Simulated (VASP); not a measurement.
# CdSe (k07) in VASP: a series of runs

CdSe (k07) is run at these levels: PBEsol; tasks: single point.

All numbers are computed with VASP 6.6.1; they aren't measurements. Logs are shortened: lines on timing, memory, paths and dates and some standing lists are left out, and cuts for length are marked.

**1. The cell of the first run**

It takes space group P6_3mc (No. 186, hexagonal). The conventional cell has a = 4.302 Å, b = 4.302 Å, c = 7.022 Å, α = 90.00°, β = 90.00°, γ = 120.00°. Cd (site symmetry 3m) has 3 Se at 2.49 Å within 3.3 Å. Se (site symmetry 3m) has 3 Cd at 2.49 Å within 3.3 Å.

**2. Single point, PBEsol**

File INCAR:

```
SYSTEM = CdSe
ALGO = Normal ; EDIFF = 1E-7
ENCUT = 520 ; GGA = PS
ISIF = 2 ; ISMEAR = 0
LASPH = .TRUE. ; LCHARG = .FALSE.
LREAL = .FALSE. ; LWAVE = .FALSE.
NBANDS = 26 ; NELM = 80
PREC = Accurate ; SIGMA = 0.01
```

File KPOINTS:

```
k-points
0
G
  15 15 8
  0 0 0
```

File POSCAR:

```
CdSe
1.0
    4.3020798272      0.0000000000      0.0000000000
   -2.1510399136      3.7257104194      0.0000000000
    0.0000000000      0.0000000000      7.0217824360
Cd Se
2 2
Direct
    0.3333333333      0.6666666667     -0.0557858413
    0.6666666667      0.3333333333      0.4442141587
    0.3333333333      0.6666666667      0.4317858413
    0.6666666667      0.3333333333      0.9317858413
```

Potentials or basis: VASP PAW PBE potentials, release 64 (Cd, Se).

Command:

```bash
$ cat potpaw_PBE.64/Cd/POTCAR potpaw_PBE.64/Se/POTCAR > POTCAR
$ mpirun -np 1 vasp_std > vasp.out
```

OUTCAR:

```text
SYSTEM = CdSe
   EDIFF = 1E-7
   ENCUT = 520
   GGA = PS
   ISIF = 2
   ISMEAR = 0
   LASPH = .TRUE.
   LREAL = .FALSE.
   NELM = 80
   PREC = Accurate

 ion  position               nearest neighbor table
   1  0.333  0.667  0.944-   4 2.49   4 2.49   4 2.49
   2  0.667  0.333  0.444-   3 2.49   3 2.49   3 2.49
   3  0.333  0.667  0.432-   2 2.49   2 2.49   2 2.49
   4  0.667  0.333  0.932-   1 2.49   1 2.49   1 2.49

  LATTYP: Found a hexagonal cell.
 ALAT       =     4.3020798272
 C/A-ratio  =     1.6321832039

  Lattice vectors:

 A1 = (   4.3020798272,   0.0000000000,   0.0000000000)
 A2 = (  -2.1510399136,   3.7257104194,   0.0000000000)
 A3 = (   0.0000000000,   0.0000000000,   7.0217824360)

Analysis of symmetry for initial positions (statically):
=====================================================================
 Subroutine PRICEL returns:
 Original cell was already a primitive cell.

 Routine SETGRP: Setting up the symmetry group for a
 hexagonal supercell.

 Subroutine GETGRP returns: Found 12 space group operations
 (whereof  6 operations were pure point group operations)
 out of a pool of 24 trial point group operations.

The static configuration has the point symmetry C_3v.
 The point group associated with its full space group is C_6v.

Analysis of symmetry for dynamics (positions and initial velocities):
=====================================================================
 Subroutine PRICEL returns:
 Original cell was already a primitive cell.

 Routine SETGRP: Setting up the symmetry group for a
 hexagonal supercell.

 Subroutine GETGRP returns: Found 12 space group operations
 (whereof  6 operations were pure point group operations)
 out of a pool of 24 trial point group operations.

The dynamic configuration has the point symmetry C_3v.
 The point group associated with its full space group is C_6v.

 Subroutine INISYM returns: Found 12 space group operations
 (whereof  6 operations are pure point group operations),
 and found     1 'primitive' translations

----------------------------------------------------------------------------------------

                                     Primitive cell

  volume of cell :     112.5473

  direct lattice vectors                    reciprocal lattice vectors
     4.302079827  0.000000000  0.000000000     0.232445710  0.134202593  0.000000000
    -2.151039914  3.725710419  0.000000000     0.000000000  0.268405187  0.000000000
     0.000000000  0.000000000  7.021782436     0.000000000  0.000000000  0.142413982

  length of vectors
     4.302079827  4.302079827  7.021782436     0.268405187  0.268405187  0.142413982

  position of ions in fractional coordinates (direct lattice)
     0.333333333  0.666666667  0.944214159
     0.666666667  0.333333333  0.444214159
     0.333333333  0.666666667  0.431785841
     0.666666667  0.333333333  0.931785841

  ion indices of the primitive-cell ions
   primitive index   ion index
                 1           1
                 2           2
                 3           3
                 4           4

----------------------------------------------------------------------------------------

 KPOINTS: k-points

Automatic generation of k-mesh.
 Grid dimensions read from file:
 generate k-points for:   15   15    8

 Generating k-lattice:

  Cartesian coordinates                     Fractional coordinates (reciprocal lattice)
     0.015496381  0.008946840  0.000000000     0.066666667  0.000000000  0.000000000
     0.000000000  0.017893679  0.000000000     0.000000000  0.066666667  0.000000000
     0.000000000  0.000000000  0.017801748     0.000000000  0.000000000  0.125000000

  Length of vectors
     0.017893679  0.017893679  0.017801748

  Shift w.r.t. Gamma in fractional coordinates (k-lattice)
     0.000000000  0.000000000  0.000000000

 Subroutine IBZKPT returns following result:
 ===========================================

 Found    135 irreducible k-points:

 Following reciprocal coordinates:
            Coordinates               Weight
  0.000000  0.000000  0.000000      1.000000
  0.066667  0.000000  0.000000      6.000000
  0.133333  0.000000  0.000000      6.000000
  0.200000 -0.000000  0.000000      6.000000
  0.266667  0.000000  0.000000      6.000000
  0.333333  0.000000  0.000000      6.000000
[... 16 lines left out ...]
  0.333333  0.200000  0.000000     12.000000
  0.400000  0.200000  0.000000      6.000000
 [... further k-points ...]
   k-points           NKPTS =    135   k-points in BZ     NKDIM =    135   number of bands    NBANDS=     26
   number of dos      NEDOS =    301   number of ions     NIONS =      4
   total plane-waves  NPLWV =  55296
   dimension x,y,z NGX =    32 NGY =   32 NGZ =   54
   dimension x,y,z NGXF=    64 NGYF=   64 NGZF=  108
   ions per type =               2   2
   NGX,Y,Z   is equivalent  to a cutoff of  12.37, 12.37, 12.78 a.u.
   NGXF,Y,Z  is equivalent  to a cutoff of  24.73, 24.73, 25.57 a.u.
 SYSTEM =  CdSe
   PREC   = accura    normal or accurate (medium, high low for compatibility)
   ISTART =      0    job   : 0-new  1-cont  2-samecut
   ICHARG =      2    charge: 1-file 2-atom 10-const
   ISPIN  =      1    spin polarized calculation?
   LNONCOLLINEAR =      F non collinear calculations
   LSORBIT =      F    spin-orbit coupling
   LASPH  =      T    aspherical Exc in radial PAW
   ENCUT  =  520.0 eV  38.22 Ry    6.18 a.u.   8.00  8.00 13.06*2*pi/ulx,y,z
   NELM   =     80;   NELMIN=  2; NELMDL= -5     # of ELM steps
   EDIFF  = 0.1E-06   stopping-criterion for ELM
   LREAL  =      F    real-space projection
   EDIFFG = 0.1E-05   stopping-criterion for IOM
   NSW    =      0    number of steps for IOM
   IBRION =     -1    ionic relax: 0-MD 1-quasi-New 2-CG
   NFREE  =      0    steps in history (QN), initial steepest desc. (CG)
   ISIF   =      2    stress and relaxation
   ISYM   =      2    0-nonsym 1-usesym 2-fastsym
   POTIM  = 0.5000    time-step for ionic-motion
   TEBEG  =    0.0;   TEEND  =   0.0 temperature during run
   PSTRESS=    0.0 pullay stress
   NELECT =      36.0000    total number of electrons
   NUPDOWN=      -1.0000    fix difference up-down
   EMIN   =  10.00;   EMAX   =-10.00  energy-range for DOS
   EFERMI =   0.00;   METHOD = LEGACY
   ISMEAR =     0;   SIGMA  =   0.01  broadening in eV -4-tet -1-fermi 0-gaus
   EFERMI_NEDOS =   21; number of points for ismear=-14 and -15
   IALGO  =     38    algorithm
   IMIX   =      4    mixing-type and parameters
     AMIX     =   0.40;   BMIX     =  1.00
     AMIX_MAG =   1.60;   BMIX_MAG =  1.00
  volume/ion in A,a.u.               =      28.14       189.88
  Fermi-wavevector in a.u.,A,eV,Ry     =   1.119603  2.115743 17.055048  1.253511
  Thomas-Fermi vector in A             =   2.256243
   LORBIT       =      0    0 simple, 1 ext, 2 COOP (PROOUT), +10 PAW based schemes
   GGA     = PS    functional components
   LHFCALC =     F    Hartree Fock is set to
   AEXX    =    0.0000 exact exchange contribution
   IVDW    =     0    specifies the selected vdW correction
   LEPSILON=     F    determine dielectric tensor
   LRPA    =     F    only Hartree local field effects (RPA)
 non-spin polarized calculation
 Gauss-broadening in eV      SIGMA  =   0.01
  energy-cutoff  :      520.00
  volume of cell :      112.55
 maximum number of plane-waves:      3056
 NGX is ok and might be reduce to    32
   NGX = 15   NGY = 15   NGZ = 27

 number of electron      35.9999998 magnetization

 Free energy of the ion-electron system (eV)
  ---------------------------------------------------
  ext. energy  EPLUGINS =         0.00000000
  ---------------------------------------------------
  free energy    TOTEN  =       -11.50484684 eV

  energy without entropy =      -11.50484684  energy(sigma->0) =      -11.50484684

 E-fermi :   0.7364     XC(G=0):  -9.0659

 val. band max:        0.6714172355   @ k =   0.0000   0.0000   0.0000
 cond. band min:       1.5448265196   @ k =   0.0000   0.0000   0.0000
 fundamental gap:      0.8734092840
 Fermi energy:         0.7363886743

 k-point     1 :       0.0000    0.0000    0.0000
  band No.  band energies     occupation
      1     -12.0366      2.00000
      2     -11.7315      2.00000
      3      -7.5422      2.00000
      4      -7.5422      2.00000
      5      -7.5388      2.00000
      6      -7.5388      2.00000
[... 18 lines left out ...]
     25       8.3160      0.00000
     26       8.3810      0.00000

 k-point     2 :       0.0667    0.0000    0.0000
  band No.  band energies     occupation
      1     -12.0190      2.00000
      2     -11.7190      2.00000
      3      -7.5336      2.00000
      4      -7.5315      2.00000
      5      -7.5302      2.00000
      6      -7.5265      2.00000
[... 18 lines left out ...]
     25       8.0804      0.00000
     26       8.2530      0.00000

 k-point     3 :       0.1333    0.0000    0.0000
  band No.  band energies     occupation
      1     -11.9684      2.00000
      2     -11.6840      2.00000
      3      -7.5077      2.00000
      4      -7.5064      2.00000
      5      -7.4957      2.00000
      6      -7.4912      2.00000
[... 18 lines left out ...]
     25       7.9489      0.00000
     26       7.9619      0.00000

 k-point     4 :       0.2000   -0.0000    0.0000
  band No.  band energies     occupation
      1     -11.8919      2.00000
      2     -11.6332      2.00000
      3      -7.4622      2.00000
      4      -7.4571      2.00000
      5      -7.4436      2.00000
      6      -7.4377      2.00000
[... 18 lines left out ...]
     25       7.7858      0.00000
     26       8.5527      0.00000
[... 496 lines left out ...]
      1     -11.6112      2.00000
      2     -11.4838      2.00000
      3      -7.3068      2.00000
      4      -7.2936      2.00000
      5      -7.1690      2.00000
      6      -7.1640      2.00000
[... 18 lines left out ...]
     25       7.8146      0.00000
     26      10.0267      0.00000

 k-point    23 :       0.3333    0.2000    0.0000
  band No.  band energies     occupation
      1     -11.5545      2.00000
      2     -11.4688      2.00000
      3      -7.2579      2.00000
      4      -7.2456      2.00000
      5      -7.1392      2.00000
      6      -7.1296      2.00000
[... 18 lines left out ...]
     25       8.4090      0.00000
     26      10.1907      0.00000

 k-point    24 :       0.4000    0.2000    0.0000
  band No.  band energies     occupation
      1     -11.5312      2.00000
      2     -11.4667      2.00000
      3      -7.2349      2.00000
      4      -7.2256      2.00000
      5      -7.1339      2.00000
      6      -7.1220      2.00000
[... 18 lines left out ...]
     25       8.8751      0.00000
     26       9.9189      0.00000

 [... further k-points ...]
[... 5 lines left out ...]
  --------------------------------------------------------------------------------------
  -------------------------------------------------------------------------------------
  Total        5.1236719      5.1236719     -1.6978538      0.0000000      0.0000000      0.0000000
  in kB       72.9385222     72.9385222    -24.1699604      0.0000000      0.0000000      0.0000000
  external PRESSURE =      40.5690280 kB  Pullay stress =       0.0000000 kB

 VOLUME and BASIS-vectors are now :
 -----------------------------------------------------------------------------
  energy-cutoff  :      520.00
  volume of cell :      112.55
      direct lattice vectors                 reciprocal lattice vectors
     4.302079827  0.000000000  0.000000000     0.232445710  0.134202593  0.000000000
    -2.151039914  3.725710419  0.000000000     0.000000000  0.268405187  0.000000000
     0.000000000  0.000000000  7.021782436     0.000000000  0.000000000  0.142413982

 POSITION                                       TOTAL-FORCE (eV/Angst)
 -----------------------------------------------------------------------------------
     -0.00000      2.48381      6.63007         0.000000      0.000000      0.201761
      2.15104      1.24190      3.11918        -0.000000     -0.000000      0.201761
     -0.00000      2.48381      3.03191         0.000000     -0.000000     -0.201761
      2.15104      1.24190      6.54280        -0.000000      0.000000     -0.201761
 -----------------------------------------------------------------------------------
    total drift:                                0.000000      0.000000      0.000087

  FREE ENERGIE OF THE ION-ELECTRON SYSTEM (eV)
  ---------------------------------------------------
  free  energy   TOTEN  =       -11.5048468428 eV

  energy  without entropy=      -11.5048468428  energy(sigma->0) =      -11.50484684
```

Wall time 6.3 min (1 thread of Intel Xeon Platinum 8259CL at 2.50GHz (Skylake/Cascade Lake), shared host); peak memory 0.47 GiB.

Results:

| Quantity | Value |
| --- | --- |
| Free energy | -11.5048 eV |
| Pressure | 4.1 GPa |
| Largest force | 0.202 eV/Å |
| Band gap on the k mesh | 0.87 eV, direct |

Forces on the atoms (eV/Å):
```
Cd   0.000  0.000  0.202
Cd   0.000  0.000  0.202
Se   0.000  0.000 -0.202
Se   0.000  0.000 -0.202
```

Caveat: the PAW data sets were made with another functional, which shifts forces and pressure a little.

**3. Single point, PBEsol**

File INCAR:

```
SYSTEM = CdSe
  PREC = Accurate
  ENCUT = 520
  EDIFF = 1E-6
  ISMEAR = 0
  SIGMA = 0.01
  LREAL = .False.
  LASPH = .True.
  NELM = 60
  ALGO = Normal
  ISIF = 2
  LWAVE = .False.
  LCHARG = .False.
  GGA = PS
  NBANDS = 26
```

File KPOINTS:

```
Automatic mesh
0
Gamma
  15 15 8
  0 0 0
```

File POSCAR:

```
CdSe
1.0
    4.3020798272      0.0000000000      0.0000000000
   -2.1510399136      3.7257104194      0.0000000000
    0.0000000000      0.0000000000      7.0217824360
Cd Se
2 2
Direct
    0.3333333333      0.6666666667     -0.0620000000
    0.6666666667      0.3333333333      0.4380000000
    0.3333333333      0.6666666667      0.4380000000
    0.6666666667      0.3333333333      0.9380000000
```

Potentials or basis: VASP PAW PBE potentials, release 64 (Cd, Se).

Command:

```bash
$ cat potpaw_PBE.64/Cd/POTCAR potpaw_PBE.64/Se/POTCAR > POTCAR
$ mpirun -np 1 vasp_std > vasp.out
```

It took 4.6 min on 1 thread of Oxide Virtual Turin-like, shared host; peak memory 0.44 GiB.

It converged, with:

| Property | Result |
| --- | --- |
| Free energy | -11.4871 eV |
| Pressure | 4.1 GPa |
| Band gap on the k mesh | 0.88 eV, direct |

Stress tensor (GPa, compression positive):
```
 7.39  0.00  0.00
 0.00  7.39  0.00
 0.00  0.00 -2.41
```

Levels at points of the mesh, in eV from the valence-band top:
| k point | band 15 | band 16 | band 17 | band 18 | band 19 | band 20 | band 21 | band 22 |
| --- | --- | --- | --- | --- | --- | --- | --- | --- |
| (0.00, 0.00, 0.00) | -0.44 | -0.09 | 0.00 | 0.00 | 0.88 | 1.36 | 5.90 | 5.90 |
| (0.00, 0.00, 0.50) | -0.22 | -0.22 | -0.22 | -0.22 | 1.85 | 1.85 | 6.01 | 6.01 |

Caveat: the PAW data sets were made with another functional, which shifts forces and pressure a little. Expect the measured gap to be larger: semilocal functionals such as PBEsol lack the derivative discontinuity.
